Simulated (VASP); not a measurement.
# Ti (P6_3/mmc) in VASP: single point with PBEsol

Aim: the single point of Ti with PBEsol.

Program: VASP 6.6.1. These are calculated values, not measurements. Logs are shortened: lines on timing, memory, paths and dates and some standing lists are left out, and cuts for length are marked.

**1. The cell of the first run**

The structure is hexagonal, space group P6_3/mmc (No. 194). The conventional cell has a = 2.900 Å, b = 2.900 Å, c = 4.591 Å, α = 90.00°, β = 90.00°, γ = 120.00°. Within 3.7 Å of Ti (site symmetry -6m2) lie 12 Ti at 2.84 to 2.90 Å.

**2. Single point, PBEsol**

Contents of INCAR:

```
SYSTEM = Ti
PREC = Accurate
ENCUT = 520
EDIFF = 1E-7
ISMEAR = 0
SIGMA = 0.15
LREAL = .FALSE.
LASPH = .TRUE.
NELM = 80
ALGO = Fast
ISIF = 2
LWAVE = .FALSE.
LCHARG = .FALSE.
GGA = PS
NBANDS = 32
```

Contents of KPOINTS:

```
Automatic mesh
0
G
  18 18 6
  0 0 0
```

Contents of POSCAR:

```
Ti
1.0
    2.9001878206      0.0000000000      0.0000000000
   -1.4500939103      2.5116363284      0.0000000000
    0.0000000000      0.0000000000      9.1816218367
Ti
4
Direct
    0.3333333333      0.6666666667      0.1250000000
    0.3333333333      0.6666666667      0.6250000000
    0.6666666667      0.3333333333      0.3750000000
    0.6666666667      0.3333333333      0.8750000000
```

Potentials or basis: VASP PAW PBE potentials, release 64 (Ti_sv).

The run is started by

```sh
> cat potpaw_PBE.64/Ti_sv/POTCAR > POTCAR
> mpirun -np 1 vasp_std > vasp.out
```

OUTCAR:

```text
SYSTEM = Ti
   PREC = Accurate
   ENCUT = 520
   EDIFF = 1E-7
   ISMEAR = 0
   LREAL = .FALSE.
   LASPH = .TRUE.
   NELM = 80
   ISIF = 2
   GGA = PS

 ion  position               nearest neighbor table
   1  0.333  0.667  0.125-   3 2.84   4 2.84   3 2.84   4 2.84   3 2.84   4 2.84
   2  0.333  0.667  0.625-   3 2.84   4 2.84   3 2.84   4 2.84   3 2.84   4 2.84
   3  0.667  0.333  0.375-   1 2.84   2 2.84   1 2.84   2 2.84   1 2.84   2 2.84
   4  0.667  0.333  0.875-   1 2.84   2 2.84   1 2.84   2 2.84   1 2.84   2 2.84

  LATTYP: Found a hexagonal cell.
 ALAT       =     2.9001878206
 C/A-ratio  =     3.1658714555

  Lattice vectors:

 A1 = (   2.9001878206,   0.0000000000,   0.0000000000)
 A2 = (  -1.4500939103,   2.5116363284,   0.0000000000)
 A3 = (   0.0000000000,   0.0000000000,   9.1816218367)

Analysis of symmetry for initial positions (statically):
=====================================================================
 Subroutine PRICEL returns following result:

  LATTYP: Found a hexagonal cell.
 ALAT       =     2.9001878206
 C/A-ratio  =     1.5829357277

  Lattice vectors:

 A1 = (   2.9001878206,   0.0000000000,   0.0000000000)
 A2 = (  -1.4500939103,   2.5116363284,   0.0000000000)
 A3 = (   0.0000000000,   0.0000000000,   4.5908109183)

   2 primitive cells build up your supercell.

 Routine SETGRP: Setting up the symmetry group for a
 hexagonal supercell.

 Subroutine GETGRP returns: Found 24 space group operations
 (whereof 12 operations were pure point group operations)
 out of a pool of 24 trial point group operations.

The static configuration has the point symmetry D_3d.
 The point group associated with its full space group is D_6h.

Analysis of symmetry for dynamics (positions and initial velocities):
=====================================================================
 Subroutine PRICEL returns following result:

  LATTYP: Found a hexagonal cell.
 ALAT       =     2.9001878206
 C/A-ratio  =     1.5829357277

  Lattice vectors:

 A1 = (   2.9001878206,   0.0000000000,   0.0000000000)
 A2 = (  -1.4500939103,   2.5116363284,   0.0000000000)
 A3 = (   0.0000000000,   0.0000000000,   4.5908109183)

   2 primitive cells build up your supercell.

 Routine SETGRP: Setting up the symmetry group for a
 hexagonal supercell.

 Subroutine GETGRP returns: Found 24 space group operations
[... 102 lines left out ...]
   ENCUT  =  520.0 eV  38.22 Ry    6.18 a.u.   5.39  5.39 17.07*2*pi/ulx,y,z
   NELM   =     80;   NELMIN=  2; NELMDL= -5     # of ELM steps
   EDIFF  = 0.1E-06   stopping-criterion for ELM
   LREAL  =      F    real-space projection
   EDIFFG = 0.1E-05   stopping-criterion for IOM
   NSW    =      0    number of steps for IOM
   IBRION =     -1    ionic relax: 0-MD 1-quasi-New 2-CG
   NFREE  =      0    steps in history (QN), initial steepest desc. (CG)
   ISIF   =      2    stress and relaxation
   ISYM   =      2    0-nonsym 1-usesym 2-fastsym
   POTIM  = 0.5000    time-step for ionic-motion
   TEBEG  =    0.0;   TEEND  =   0.0 temperature during run
   PSTRESS=    0.0 pullay stress
   NELECT =      48.0000    total number of electrons
   NUPDOWN=      -1.0000    fix difference up-down
   EMIN   =  10.00;   EMAX   =-10.00  energy-range for DOS
   EFERMI =   0.00;   METHOD = LEGACY
   ISMEAR =     0;   SIGMA  =   0.15  broadening in eV -4-tet -1-fermi 0-gaus
   EFERMI_NEDOS =   21; number of points for ismear=-14 and -15
   IALGO  =     68    algorithm
   IMIX   =      4    mixing-type and parameters
     AMIX     =   0.40;   BMIX     =  1.00
     AMIX_MAG =   1.60;   BMIX_MAG =  1.00
  volume/ion in A,a.u.               =      16.72       112.83
  Fermi-wavevector in a.u.,A,eV,Ry     =   1.465732  2.769831 29.230341  2.148369
  Thomas-Fermi vector in A             =   2.581554
   LORBIT       =      0    0 simple, 1 ext, 2 COOP (PROOUT), +10 PAW based schemes
   GGA     = PS    functional components
   LHFCALC =     F    Hartree Fock is set to
   AEXX    =    0.0000 exact exchange contribution
   IVDW    =     0    specifies the selected vdW correction
   LEPSILON=     F    determine dielectric tensor
   LRPA    =     F    only Hartree local field effects (RPA)
 non-spin polarized calculation
 RMM-DIIS sequential band-by-band and
 Gauss-broadening in eV      SIGMA  =   0.15
  energy-cutoff  :      520.00
  volume of cell :       66.88
 maximum number of plane-waves:      1847
 NGX is ok and might be reduce to    24
   NGX = 11   NGY = 11   NGZ = 35

 number of electron      48.0000000 magnetization

 Free energy of the ion-electron system (eV)
  ---------------------------------------------------
  ext. energy  EPLUGINS =         0.00000000
  ---------------------------------------------------
  free energy    TOTEN  =       -33.38011455 eV

  energy without entropy =      -33.33426925  energy(sigma->0) =      -33.35719190

 E-fermi :   8.6142     XC(G=0): -11.8183

 val. band max:        8.6002976383   @ k =   0.2778   0.2778   0.1667
 cond. band min:       8.6156406004   @ k =   0.3333   0.1667   0.1667
 fundamental gap:      0.0153429621
 Fermi energy:         8.6142178271

 k-point     1 :       0.0000    0.0000    0.0000
  band No.  band energies     occupation
      1     -47.9495      2.00000
      2     -47.8686      2.00000
      3     -47.8686      2.00000
      4     -47.7864      2.00000
      5     -24.6876      2.00000
      6     -24.2900      2.00000
[... 829 lines left out ...]
     31      10.5497      0.00000
     32      11.8911      0.00000

 [... further k-points ...]

------------------------ aborting loop because EDIFF is reached ----------------------------------------

  FORCE on cell =-STRESS in cart. coord.  units (eV):
  Direction    XX          YY          ZZ          XY          YZ          ZX
  --------------------------------------------------------------------------------------
  -------------------------------------------------------------------------------------
  Total       -0.0959915     -0.0959915     -0.1130408      0.0000000      0.0000000     -0.0000000
  in kB       -2.2995399     -2.2995399     -2.7079671      0.0000000      0.0000000     -0.0000000
  external PRESSURE =      -2.4356823 kB  Pullay stress =       0.0000000 kB

 VOLUME and BASIS-vectors are now :
 -----------------------------------------------------------------------------
  energy-cutoff  :      520.00
  volume of cell :       66.88
      direct lattice vectors                 reciprocal lattice vectors
     2.900187821  0.000000000  0.000000000     0.344805255  0.199073407  0.000000000
    -1.450093910  2.511636328  0.000000000     0.000000000  0.398146813  0.000000000
     0.000000000  0.000000000  9.181621837     0.000000000  0.000000000  0.108913220

 POSITION                                       TOTAL-FORCE (eV/Angst)
 -----------------------------------------------------------------------------------
     -0.00000      1.67442      1.14770        -0.000000      0.000000      0.000000
     -0.00000      1.67442      5.73851        -0.000000     -0.000000      0.000000
      1.45009      0.83721      3.44311         0.000000     -0.000000      0.000000
      1.45009      0.83721      8.03392         0.000000     -0.000000      0.000000
 -----------------------------------------------------------------------------------
    total drift:                               -0.000000      0.000000     -0.000000

  FREE ENERGIE OF THE ION-ELECTRON SYSTEM (eV)
  ---------------------------------------------------
  free  energy   TOTEN  =       -33.3801145514 eV

  energy  without entropy=      -33.3342692492  energy(sigma->0) =      -33.35719190
```

Run time: 36 min. Hardware: 1 thread of Intel Xeon 8259CL, shared host; peak memory 0.36 GiB.

What came out:

| Quantity | Value |
| --- | --- |
| Free energy | -33.3801 eV |
| Pressure | -0.2 GPa |
| Band gap on the k mesh | zero (bands 24 and 25 overlap by 1.03 eV) |

Caveat: the PAW data sets were made with another functional, which shifts forces and pressure a little.
